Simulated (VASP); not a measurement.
Here is a VASP 6.6.1 calculation.

INCAR

```
SYSTEM = Te2Mo
PREC = Accurate
ENCUT = 500
EDIFF = 1E-6
ISMEAR = 0
SIGMA = 0.1
LREAL = .False.
LASPH = .True.
NELM = 120
ALGO = Normal
ISIF = 2
LWAVE = .False.
LCHARG = .True.
GGA = PS
LELF = .True.
LVHAR = .True.
NBANDS = 64
GGA_COMPAT = .False.
```

Contents of KPOINTS:

```
regular mesh
0
Gamma
  2 2 1
  0 0 0
```

Contents of POSCAR:

```
Te2Mo
1.0
    7.1204656236      0.0000000058      0.0000000000
   -3.5602328168      6.1665041140      0.0000000000
    0.0000000000      0.0000000000     17.5240578200
Te Mo
8 4
Direct
    0.1666666667      0.3333333333      0.8978554500
    0.1666666667      0.3333333333      0.1021445500
    0.1666666667      0.8333333333      0.8978554500
    0.1666666667      0.8333333333      0.1021445500
    0.6666666667      0.3333333333      0.8978554500
    0.6666666667      0.3333333333      0.1021445500
    0.6666666667      0.8333333333      0.8978554500
    0.6666666667      0.8333333333      0.1021445500
    0.0000000000      0.0000000000      0.0000000000
    0.0000000000      0.5000000000      0.0000000000
    0.5000000000      0.0000000000      0.0000000000
    0.5000000000      0.5000000000      0.0000000000
```

Potentials or basis: VASP PAW PBE potentials, release 64 (Te, Mo_sv).

Command:

```console
$ cat potpaw_PBE.64/Te/POTCAR potpaw_PBE.64/Mo_sv/POTCAR > POTCAR
$ mpirun -np 1 vasp_std > vasp.out
```

(1) Estimate the largest force.

(2) Predict the band gap on the k mesh.

## Answers

(1) 0.137 eV/Å.

(2) 1.71 eV.

Caveat: the k points lie up to 0.51 Å⁻¹ apart; the PAW data sets were made with another functional, which shifts forces and pressure a little; spin-orbit coupling is left out, which moves the levels of the heavy elements.
